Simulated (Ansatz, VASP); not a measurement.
**CdF2 in VASP and in Ansatz**

The input POSCAR:

```
CdF2
1.0
    0.0000000000      2.6940000000      2.6940000000
    2.6940000000      0.0000000000      2.6940000000
    2.6940000000      2.6940000000      0.0000000000
Cd F
1 2
Direct
    0.0000000000      0.0000000000      0.0000000000
    0.7500000000      0.7500000000      0.7500000000
    0.2500000000      0.2500000000      0.2500000000
```

The input INCAR.step1:

```
ALGO = Normal
EDIFF = 1E-5
ENCUT = 520
GGA = PE
ISIF = 2
ISMEAR = -1
LASPH = T
LCHARG = F
LREAL = F
LWAVE = T
NBANDS = 20
NELM = 100
PREC = Accurate
SIGMA = 0.05
```

Contents of INCAR.step2:

```
AEXX = 0.25
ALGO = Normal
EDIFF = 1E-6
ENCUT = 520
GGA = PS
ISIF = 2
ISMEAR = -1
ISTART = 1
LASPH = T
LCHARG = F
LHFCALC = T
LREAL = F
LWAVE = F
NBANDS = 20
NELM = 100
PREC = Accurate
PRECFOCK = Normal
SIGMA = 0.05
```

KPOINTS

```
k-points
0
Gamma
  5 5 5
```

File input.yaml:

```yaml
crystal:
  lattice:
    - [0.0, 2.694, 2.694]
    - [2.694, 0.0, 2.694]
    - [2.694, 2.694, 0.0]
  atoms:
    - { symbol: Cd, position: [0.0, 0.0, 0.0] }
    - { symbol: F, position: [0.75, 0.75, 0.75] }
    - { symbol: F, position: [0.25, 0.25, 0.25] }
hamiltonian:
  xc: { exchange: pbesol, correlation: pbesol, exx: { coeff: 0.25 } }
  pseudopotentials: { kind: paw }
kpoints:
  mp_grid: { grid: [5, 5, 5] }
  band_path:
    path:
      - [[0.0, 0.0, 0.0], [0.5, 0.0, 0.5], [0.5, 0.25, 0.75], [0.375, 0.375, 0.75], [0.0, 0.0, 0.0], [0.5, 0.5, 0.5], [0.625, 0.25, 0.625], [0.5, 0.25, 0.75], [0.5, 0.5, 0.5], [0.375, 0.375, 0.75]]
      - [[0.625, 0.25, 0.625], [0.5, 0.0, 0.5]]
    npoints: 4
scf:
  occupations: { method: fermi_dirac, width: 0.05 }
  n_extra_bands: 7
output:
  forces: true
  stress: true
  eigenvalues: true
  fatbands: false
```

Alike in both runs: functional PBEsol-based global hybrid with a share of 0.25 of exact exchange; k mesh 5 × 5 × 5; occupations fermi-dirac, width 0.05 eV; no spin polarisation.

|  | VASP | Ansatz |
| --- | --- | --- |
| version | VASP 6.6.1 | Ansatz 0.2.0 |
| potentials or method | VASP PAW PBE potentials, release 64 (Cd, F) | Ansatz PAW |
| plane-wave cutoff (eV) | 520 | 420 |
| valence electrons in the cell | 26 | 34 |
| task | single point | band structure |

```csv
,VASP,Ansatz,Ansatz less VASP
gap on the k mesh at the Fermi level (eV),5.86,5.90,+0.036
least direct gap on the mesh (eV),6.35,6.39,+0.038
pressure (GPa),-1.9,-2.7,-0.87
```

VASP's potentials were made for PBE, not for PBEsol-based global hybrid. With one functional, cell and mesh, what is left measures potentials, basis and numerics. VASP's potentials hold 26 valence electrons a cell and Ansatz's 34, so a difference there can come from the potentials and not from the codes.

Noted on Ansatz's run: the k mesh misses the band edges, so the gap on the mesh is wider than the one along the path.
